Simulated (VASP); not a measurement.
A run of VASP 6.6.1 is set up as follows.

File INCAR:

```
SYSTEM = HfB2
PREC     = Accurate       ! precision mode
ENCUT    = 600            ! plane-wave cutoff, eV
EDIFF    = 1E-7           ! SCF threshold, eV
ISMEAR   = 0              ! smearing method
SIGMA    = 0.05           ! smearing width, eV
LREAL    = .False.        ! projectors in reciprocal space
LASPH    = .True.         ! aspherical terms in the spheres
NELM     = 80             ! most SCF steps
ALGO     = Normal         ! electronic algorithm
ISIF     = 4              ! what is computed and relaxed
LWAVE    = .False.        ! write WAVECAR
LCHARG   = .False.        ! write CHGCAR
GGA      = PS             ! functional
IBRION   = 2              ! ionic algorithm
NSW      = 60             ! ionic steps
EDIFFG   = -0.01          ! ionic threshold
```

Contents of KPOINTS:

```
Automatic mesh
0
Gamma
  12 12 10
  0 0 0
```

POSCAR

```
HfB2
1.0
    3.1482623597      0.0000000000      0.0000000000
   -1.5741311798      2.7264751813      0.0000000000
    0.0000000000      0.0000000000      3.4695183759
Hf B
1 2
Direct
    0.0000000000      0.0000000000      0.0000000000
    0.3333333333      0.6666666667      0.5000000000
    0.6666666667      0.3333333333      0.5000000000
```

Potentials or basis: VASP PAW PBE potentials, release 64 (Hf_pv, B).

The run is started by

```bash
$ cat potpaw_PBE.64/Hf_pv/POTCAR potpaw_PBE.64/B/POTCAR > POTCAR
$ mpirun -np 1 vasp_std > vasp.out
```

Task: Predict the band gap on the k mesh.

Result: Zero (band 8 reaches 8.28 eV, above the bottom of band 9 at 6.97 eV).

The path:
```tsv
step	energy change (eV)	largest force (eV/Å)	pressure (GPa)	volume (Å³)
1	0.0000	0.0000	-5.16	29.78
2	-0.0001	0.0000	-5.11	29.78
```

Caveat: the cell differs from its parent crystal (volume scaled by 1.020); the PAW data sets were made with another functional, which shifts forces and pressure a little; spin-orbit coupling is left out, which moves the levels of the heavy elements.
